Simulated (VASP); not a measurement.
KBr:

```xyz
2
Lattice="0.0000 3.4241 3.3022 3.4241 0.0000 3.3022 3.4241 3.4241 0.0000" Properties=species:S:1:pos:R:3 pbc="T T T"
K     0.0000    0.0000    0.0000
Br    3.4241    3.4241    3.3022
```

This cell differs from its parent crystal: biaxial xy strain +3.7%.

Base run:

| Item | Value |
| --- | --- |
| Program | VASP 6.6.1 |
| Functional | HSE06 |
| Potentials or basis | VASP PAW PBE potentials, release 64 (K_sv, Br) |
| Cutoff | 520 eV |
| k mesh | 4 × 4 × 4 |
| Occupations | gaussian, width 0.01 eV |
| Spin | no spin polarisation |

Its results: band gap on the k mesh 5.39 eV; pressure -0.5 GPa.

**Question.** The run is repeated on the same cell with these changes: functional from HSE06 to r2SCAN; k mesh from 4 × 4 × 4 to 6 × 6 × 6. What comes out?

**Answer.** Band gap on the k mesh 4.87 eV; pressure -0.9 GPa.

Several settings changed at once.

Caveats: the PAW data sets were made with another functional, which shifts forces and pressure a little.

